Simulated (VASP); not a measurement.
# Ag (I4/mmm) in VASP: a series of runs, part 2 of 3

VASP 6.6.1.

### Step 3. Single point, r2SCAN (strain -0.0300 x Voigt [1, 0, 0, 0, 0, 0])

The input, POSCAR:

```
Ag
1.0
    0.0000000000      2.0431000000      2.0431000000
    1.9818070000      0.0000000000      2.0431000000
    1.9818070000      2.0431000000      0.0000000000
Ag
1
Direct
    0.0000000000      0.0000000000      0.0000000000
```

The input, INCAR.step1:

```
SYSTEM = Ag
ALGO     = Normal         ! electronic algorithm
EDIFF    = 1E-4           ! SCF threshold, eV
ENCUT    = 520            ! plane-wave cutoff, eV
GGA      = PE             ! functional
ISMEAR   = 0              ! smearing method
LASPH    = .True.         ! aspherical terms in the spheres
LCHARG   = .False.        ! write CHGCAR
LREAL    = .False.        ! projectors in reciprocal space
LWAVE    = .True.         ! write WAVECAR
NBANDS   = 12             ! bands
NELM     = 100            ! most SCF steps
PREC     = Accurate       ! precision mode
SIGMA    = 0.15           ! smearing width, eV
```

The input, INCAR.step2:

```
SYSTEM = Ag
ALGO     = Normal         ! electronic algorithm
EDIFF    = 1E-7           ! SCF threshold, eV
ENCUT    = 520            ! plane-wave cutoff, eV
ISIF     = 2              ! what is computed and relaxed
ISMEAR   = 0              ! smearing method
ISTART   = 1            
LASPH    = .True.         ! aspherical terms in the spheres
LCHARG   = .False.        ! write CHGCAR
LMIXTAU  = .True.       
LREAL    = .False.        ! projectors in reciprocal space
LWAVE    = .False.        ! write WAVECAR
METAGGA  = R2SCAN         ! meta-GGA
NBANDS   = 12             ! bands
NELM     = 100            ! most SCF steps
PREC     = Accurate       ! precision mode
SIGMA    = 0.15           ! smearing width, eV
```

The input, KPOINTS:

```
k-points
0
Gamma
  20 20 20
  0 0 0
```

Potentials or basis: VASP PAW PBE potentials, release 64 (Ag).

Command:

```
$ cat potpaw_PBE.64/Ag/POTCAR > POTCAR
$ cp INCAR.step1 INCAR
$ mpirun -np 1 vasp_std > vasp.out
$ cp INCAR.step2 INCAR
$ mpirun -np 1 vasp_std > vasp.out
```

Wall time 2.3 min (1 thread of Intel Xeon 6975P-C (Granite Rapids), shared host); peak memory 0.24 GiB.

It converged, with:

```yaml
Free_energy: -21.3477 eV
Pressure: 5.4 GPa
Band_gap_on_the_k_mesh: zero (an odd number of electrons rules out a gap without spin polarisation)
```

Stress tensor (GPa, compression positive):
```
6.16 0.00 0.00
0.00 4.97 0.00
0.00 0.00 4.97
```

Levels at points of the mesh, in eV from the Fermi level:
```
           k point  band 4  band 5  band 6  band 7  band 8  band 9
(0.00, 0.00, 0.00)   -5.14   -4.28   -4.07   16.72   20.48   20.48
(0.50, 0.00, 0.00)   -3.36   -3.26   -0.44    3.87   15.90   18.57
(0.50, 0.50, 0.00)   -3.16   -3.01    1.50    6.94   11.46   11.52
(0.00, 0.50, 0.50)   -3.07   -3.07    2.06    7.74   10.91   10.91
```

Caveat: the cell differs from its parent crystal (strain -0.0300 x Voigt [1, 0, 0, 0, 0, 0]); the cell stands under pressure; the PAW data sets were made with another functional, which shifts forces and pressure a little.

### Step 4. Single point, r2SCAN (strain -0.0200 x Voigt [1, 0, 0, 0, 0, 0])

The input, POSCAR:

```
Ag
1.0
    0.0000000000      2.0431000000      2.0431000000
    2.0022380000      0.0000000000      2.0431000000
    2.0022380000      2.0431000000      0.0000000000
Ag
1
Direct
    0.0000000000      0.0000000000      0.0000000000
```

The input, INCAR.step1:

```
PREC     = Accurate       # precision mode
ENCUT    = 520            # plane-wave cutoff, eV
ISMEAR   = 0              # smearing method
SIGMA    = 0.15           # smearing width, eV
LREAL    = False          # projectors in reciprocal space
LASPH    = True           # aspherical terms in the spheres
NELM     = 100            # most SCF steps
NBANDS   = 12             # bands
GGA      = PE             # functional
ALGO     = Normal         # electronic algorithm
EDIFF    = 1E-4           # SCF threshold, eV
LWAVE    = True           # write WAVECAR
LCHARG   = False          # write CHGCAR
```

The input, INCAR.step2:

```
PREC     = Accurate       # precision mode
ENCUT    = 520            # plane-wave cutoff, eV
EDIFF    = 1E-6           # SCF threshold, eV
ISMEAR   = 0              # smearing method
SIGMA    = 0.15           # smearing width, eV
LREAL    = False          # projectors in reciprocal space
LASPH    = True           # aspherical terms in the spheres
NELM     = 100            # most SCF steps
ALGO     = Normal         # electronic algorithm
ISIF     = 2              # what is computed and relaxed
LWAVE    = False          # write WAVECAR
LCHARG   = True           # write CHGCAR
METAGGA  = R2SCAN         # meta-GGA
LMIXTAU  = True         
LELF     = True           # ELF
LVHAR    = True         
NBANDS   = 12             # bands
ISTART   = 1
```

The input, KPOINTS:

```
Automatic mesh
0
Gamma
  20 20 20
```

Potentials or basis: VASP PAW PBE potentials, release 64 (Ag).

Command:

```
$ cat potpaw_PBE.64/Ag/POTCAR > POTCAR
$ cp INCAR.step1 INCAR
$ mpirun -np 1 vasp_std > vasp.out
$ cp INCAR.step2 INCAR
$ mpirun -np 1 vasp_std > vasp.out
```

OUTCAR:

```text
PREC = Accurate
   ENCUT = 520
   EDIFF = 1E-6
   ISMEAR = 0
   LREAL = False
   LASPH = True
   NELM = 100
   ISIF = 2
   METAGGA = R2SCAN
   ISTART = 1

 ion  position               nearest neighbor table
   1  0.000  0.000  0.000-

  LATTYP: Found a body centered tetragonal cell.
 ALAT       =     2.8893797293
 C/A-ratio  =     1.3859292911

  Lattice vectors:

 A1 = (  -2.0022380000,   0.0000000000,  -2.0431000000)
 A2 = (  -2.0022380000,   0.0000000000,   2.0431000000)
 A3 = (   2.0022380000,   2.0431000000,   0.0000000000)

[... 539 lines left out ...]

 [... further k-points ...]

------------------------ aborting loop because EDIFF is reached ----------------------------------------

  FORCE on cell =-STRESS in cart. coord.  units (eV):
  Direction    XX          YY          ZZ          XY          YZ          ZX
  --------------------------------------------------------------------------------------
  -------------------------------------------------------------------------------------
  Total        0.4717628      0.3924020      0.3924020      0.0000000      0.0000000      0.0000000
  in kB       45.2177943     37.6111748     37.6111748      0.0000000      0.0000000      0.0000000
  external PRESSURE =      40.1467146 kB  Pullay stress =       0.0000000 kB

 VOLUME and BASIS-vectors are now :
 -----------------------------------------------------------------------------
  energy-cutoff  :      520.00
  volume of cell :       16.72
      direct lattice vectors                 reciprocal lattice vectors
     0.000000000  2.043100000  2.043100000    -0.249720563  0.244726151  0.244726151
     2.002238000  0.000000000  2.043100000     0.249720563 -0.244726151  0.244726151
     2.002238000  2.043100000  0.000000000     0.249720563  0.244726151 -0.244726151

 POSITION                                       TOTAL-FORCE (eV/Angst)
 -----------------------------------------------------------------------------------
      0.00000      0.00000      0.00000        -0.000000      0.000000      0.000000
 -----------------------------------------------------------------------------------
    total drift:                               -0.000000      0.000000     -0.000000

  FREE ENERGIE OF THE ION-ELECTRON SYSTEM (eV)
  ---------------------------------------------------
  free  energy   TOTEN  =       -21.3534308544 eV

  energy  without entropy=      -21.3513756568  energy(sigma->0) =      -21.35240326
```

It took 2.1 min on 1 thread of Intel Xeon 6975P-C (Granite Rapids), shared host; peak memory 0.25 GiB.

What came out:

```yaml
Free_energy: -21.3534 eV
Pressure: 4.0 GPa
Band_gap_on_the_k_mesh: zero (an odd number of electrons rules out a gap without spin polarisation)
```

Levels at points of the mesh, in eV from the Fermi level:
```csv
k point,band 3,band 4,band 5,band 6,band 7,band 8,band 9,band 10
"(0.00, 0.00, 0.00)",-5.27,-5.14,-4.22,-4.08,16.69,20.44,20.44,20.74
"(0.50, 0.00, 0.00)",-5.19,-3.33,-3.27,-0.40,3.81,15.90,18.58,19.10
"(0.50, 0.50, 0.00)",-3.34,-3.13,-3.03,1.57,6.95,11.35,11.39,18.04
"(0.00, 0.50, 0.50)",-3.34,-3.07,-3.07,1.94,7.48,10.98,10.98,17.68
```

Caveat: the cell differs from its parent crystal (strain -0.0200 x Voigt [1, 0, 0, 0, 0, 0]); the cell stands under pressure; the PAW data sets were made with another functional, which shifts forces and pressure a little.

### Step 5. Single point, r2SCAN (strain -0.0100 x Voigt [1, 0, 0, 0, 0, 0])

The input, POSCAR:

```
Ag
1.0
    0.0000000000      2.0431000000      2.0431000000
    2.0226690000      0.0000000000      2.0431000000
    2.0226690000      2.0431000000      0.0000000000
Ag
1
Direct
    0.0000000000      0.0000000000      0.0000000000
```

The input, INCAR.step1:

```
SYSTEM = Ag
PREC = Accurate
ENCUT = 520
ISMEAR = 0
SIGMA = 0.15
LREAL = .FALSE.
LASPH = .TRUE.
NELM = 80
NBANDS = 12
GGA = PE
ALGO = Normal
EDIFF = 1E-4
LWAVE = .TRUE.
LCHARG = .FALSE.
```

The input, INCAR.step2:

```
SYSTEM = Ag
PREC = Accurate
ENCUT = 520
EDIFF = 1E-7
ISMEAR = 0
SIGMA = 0.15
LREAL = .FALSE.
LASPH = .TRUE.
NELM = 80
ALGO = Normal
ISIF = 2
LWAVE = .FALSE.
LCHARG = .TRUE.
METAGGA = R2SCAN
LMIXTAU = .TRUE.
LELF = .TRUE.
LVHAR = .TRUE.
NBANDS = 12
ISTART = 1
```

The input, KPOINTS:

```
Automatic mesh
0
G
  20 20 20
  0 0 0
```

Command:

```
$ cat potpaw_PBE.64/Ag/POTCAR > POTCAR
$ cp INCAR.step1 INCAR
$ mpirun -np 1 vasp_std > vasp.out
$ cp INCAR.step2 INCAR
$ mpirun -np 1 vasp_std > vasp.out
```

Run time: 2.4 min. Hardware: 1 thread of Intel Xeon 6975P-C (Granite Rapids), shared host; peak memory 0.25 GiB.

The run converged. Its results:

```yaml
Free_energy: -21.3575 eV
Pressure: 2.7 GPa
Band_gap_on_the_k_mesh: zero (an odd number of electrons rules out a gap without spin polarisation)
```

Stress tensor (GPa, compression positive):
```
2.99 0.00 0.00
0.00 2.62 0.00
0.00 0.00 2.62
```

Levels at points of the mesh, in eV from the Fermi level:
| k point | band 4 | band 5 | band 6 | band 7 | band 8 | band 9 |
| --- | --- | --- | --- | --- | --- | --- |
| (0.00, 0.00, 0.00) | -5.14 | -4.16 | -4.09 | 16.67 | 20.41 | 20.41 |
| (0.50, 0.00, 0.00) | -3.31 | -3.28 | -0.37 | 3.76 | 15.90 | 18.59 |
| (0.50, 0.50, 0.00) | -3.10 | -3.05 | 1.65 | 6.96 | 11.24 | 11.26 |
| (0.00, 0.50, 0.50) | -3.07 | -3.07 | 1.83 | 7.22 | 11.06 | 11.06 |

Caveat: the cell differs from its parent crystal (strain -0.0100 x Voigt [1, 0, 0, 0, 0, 0]); the PAW data sets were made with another functional, which shifts forces and pressure a little.

[end of part 2 of 3]
